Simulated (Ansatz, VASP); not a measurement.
# Two plane-wave programs on AlCo3

```
Al Co
1.0
     3.70216    0.00000    0.00000
     0.00000    3.70216    0.00000
     0.00000    0.00000    3.70216
Al Co
1 3
Direct
  0.00000 0.00000 0.00000
  0.50000 0.50000 0.00000
  0.50000 0.00000 0.50000
  0.00000 0.50000 0.50000
```

Alike in both runs: task single point; functional r2SCAN; k mesh 12 × 12 × 12; occupations gaussian, width 0.1 eV; collinear spin.

```csv
,VASP,Ansatz
version,VASP 6.6.1,Ansatz 0.2.0
potentials or method,"VASP PAW PBE potentials, release 64 (Al, Co), cutoff 520 eV","scalar-relativistic, plane waves, PAW"
valence electrons in the cell,30,54
```

|  | VASP | Ansatz | Ansatz less VASP |
| --- | --- | --- | --- |
| gap on the k mesh at the Fermi level (eV) | none | none | - |
| pressure (GPa) | -12.8 | -12.8 | +0.06 |
| net moment per atom (μB) | 1.22 | 1.23 | +0.013 |
| size of the moment on the site where the two differ most (μB) | 0.03 | 0.07 | +0.033 |

VASP's potentials were made for PBE, not for r2SCAN. Site moments also hang on the region over which each program counts them. A gap of «none» marks a metal or a gap that the smearing closes. The functional is the same, so the differences come from potentials, cutoffs and numerics. VASP's potentials hold 30 valence electrons a cell and Ansatz's 54, so a difference there can come from the potentials and not from the codes. Ansatz's warnings: stability check not made.
